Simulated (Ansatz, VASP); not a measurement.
# Os in VASP and in Ansatz

Contents of POSCAR:

```
Os
1.0
    2.7754292460      0.0000000000      0.0000000000
   -1.3877146230      2.4035922335      0.0000000000
    0.0000000000      0.0000000000      4.3705851901
Os
2
Direct
    0.3333333333      0.6666666667      0.2500000000
    0.6666666667      0.3333333333      0.7500000000
```

File INCAR.step1:

```
SYSTEM = Os
  PREC = Accurate
  ENCUT = 520
  ISMEAR = -1
  SIGMA = 0.1
  LREAL = .FALSE.
  LASPH = .TRUE.
  NELM = 100
  NBANDS = 15
  GGA = PE
  ALGO = Normal
  EDIFF = 1E-4
  LWAVE = .TRUE.
  LCHARG = .FALSE.
```

File INCAR.step2:

```
SYSTEM = Os
  PREC = Accurate
  ENCUT = 520
  EDIFF = 1E-6
  ISMEAR = -1
  SIGMA = 0.1
  LREAL = .FALSE.
  LASPH = .TRUE.
  NELM = 100
  ALGO = Normal
  ISIF = 2
  LWAVE = .FALSE.
  LCHARG = .FALSE.
  METAGGA = R2SCAN
  LMIXTAU = .TRUE.
  NBANDS = 15
  ISTART = 1
```

File KPOINTS:

```
Automatic mesh
0
G
  22 22 12
  0 0 0
```

Input for Ansatz:

```yaml
crystal:
  lattice:
    - [2.775429246, 0.0, 0.0]
    - [-1.387714623, 2.4035922335, 0.0]
    - [0.0, 0.0, 4.3705851901]
  atoms:
    - { symbol: Os, position: [0.3333333333, 0.6666666667, 0.25] }
    - { symbol: Os, position: [0.6666666667, 0.3333333333, 0.75] }
hamiltonian:
  xc: r2scan
  pseudopotentials:
    kind: paw
    azcp:
      Os: "pseudopotentials/Os.paw.azcp"
basis:
  ecutwfc: 500
  fft_grid_basis: typed
kpoints:
  mp_grid: { grid: [22, 22, 12], shift: [0, 0, 0] }
magnetization:
  spin_polarized: false
scf:
  occupations: { method: fermi_dirac, width: 0.1 }
output:
  stress: true
```

Alike in both runs: task single point; functional r2SCAN; k mesh 22 × 22 × 12; occupations fermi-dirac, width 0.1 eV; no spin polarisation.

|  | VASP | Ansatz |
| --- | --- | --- |
| version | VASP 6.6.1 | Ansatz 0.2.0 |
| potentials or method | VASP PAW PBE potentials, release 64 (Os), cutoff 520 eV | plane waves (500 eV) with PAW, scalar-relativistic |
| valence electrons in the cell | 16 | 32 |

|  | VASP | Ansatz | Ansatz less VASP |
| --- | --- | --- | --- |
| pressure (GPa) | -14.7 | -15.3 | -0.58 |
| traceless stress, the component that is largest in VASP (GPa) | -0.21 | -0.23 | -0.020 |

VASP's potentials were made for PBE, not for r2SCAN. VASP's potentials hold 16 valence electrons a cell and Ansatz's 32, so a difference there can come from the potentials and not from the codes.

Neither program's run includes spin-orbit coupling.
